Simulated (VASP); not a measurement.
Here is a VASP 6.6.1 calculation.

The input INCAR:

```
SYSTEM = TaN
PREC = Accurate ; ENCUT = 700
EDIFF = 1E-6 ; ISMEAR = -1
SIGMA = 0.05 ; LREAL = .False.
LASPH = .True. ; NELM = 200
ALGO = Normal ; ISIF = 2
LWAVE = .False. ; LCHARG = .True.
LMAXMIX = 4 ; LDAU = .True.
LDAUTYPE = 2 ; LDAUL = 2 -1
LDAUU = 6 0 ; LDAUJ = 0 0
LDAUPRINT = 1 ; GGA = PS
LELF = .True. ; LVHAR = .True.
NBANDS = 16 ; GGA_COMPAT = .False.
```

The input KPOINTS:

```
Automatic mesh
0
Gamma
  10 10 9
  0 0 0
```

POSCAR

```
TaN
1.0
    2.9380000000      0.0000000000      0.0000000000
   -1.4690000000      2.5443826363      0.0000000000
    0.0000000000      0.0000000000      2.8830000000
Ta N
1 1
Direct
    0.0000000000      0.0000000000      0.5000000000
    0.6666666667      0.3333333333      0.0000000000
```

Potentials or basis: VASP PAW PBE potentials, release 64 (Ta_sv_GW, N).

Command:

```bash
$ cat potpaw_PBE.64/Ta_sv_GW/POTCAR potpaw_PBE.64/N/POTCAR > POTCAR
$ mpirun -np 1 vasp_std > vasp.out
```

(1) Estimate the pressure.

(2) What does it give for the band gap on the k mesh?

Results:

(1) 15.7 GPa.

(2) zero (bands 9 and 10 overlap by 0.35 eV).

Caveat: the cell stands under pressure; the PAW data sets were made with another functional, which shifts forces and pressure a little; spin-orbit coupling is left out, which moves the levels of the heavy elements; U without spin polarisation on a metal has little footing.
